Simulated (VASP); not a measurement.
Set up this calculation in VASP 6.6.1, as the native input.

- Task: single point
- Functional: PBE
- Potentials or basis: VASP PAW PBE potentials, release 64 (Pb_d, S)
- Cutoff: 520 eV
- k mesh: 9 × 9 × 5
- Occupations: fermi-dirac, width 0.08 eV
- Spin: no spin polarisation
- Dipole correction: no
- Further INCAR settings: ALGO = Normal; EDIFF = 1e-07; NBANDS = 28

The structure of PbS lies in POSCAR:

```
PbS
1.0
    4.5499838334      0.0000000000      0.0000000000
   -2.2749919167      3.9404015866      0.0000000000
    0.0000000000      0.0000000000      5.4969833300
Pb S
2 2
Direct
    0.3333333333      0.6666666667     -0.0619999641
    0.6666666667      0.3333333333      0.4380000359
    0.3333333333      0.6666666667      0.4379999641
    0.6666666667      0.3333333333      0.9379999641
```

The input as run:

INCAR

```
SYSTEM = PbS
  PREC = Accurate
  ENCUT = 520
  EDIFF = 1E-7
  ISMEAR = -1
  SIGMA = 0.08
  LREAL = .FALSE.
  LASPH = .TRUE.
  NELM = 80
  ALGO = Normal
  ISIF = 2
  LWAVE = .FALSE.
  LCHARG = .FALSE.
  GGA = PE
  NBANDS = 28
```

KPOINTS

```
regular mesh
0
G
  9 9 5
  0 0 0
```

Potentials or basis: VASP PAW PBE potentials, release 64 (Pb_d, S).

Launch:

```console
$ cat potpaw_PBE.64/Pb_d/POTCAR potpaw_PBE.64/S/POTCAR > POTCAR
$ mpirun -np 1 vasp_std > vasp.out
```

It gave:

```json
{"Pressure": "21.9 GPa", "Band gap on the k mesh": "1.00 eV (least direct gap 1.46 eV)"}
```

Caveat: the cell stands under pressure; spin-orbit coupling is left out, which moves the levels of the heavy elements.

Run time: 3.6 min on 1 thread of Intel Xeon 8259CL (shared host), peak memory 0.26 GiB.
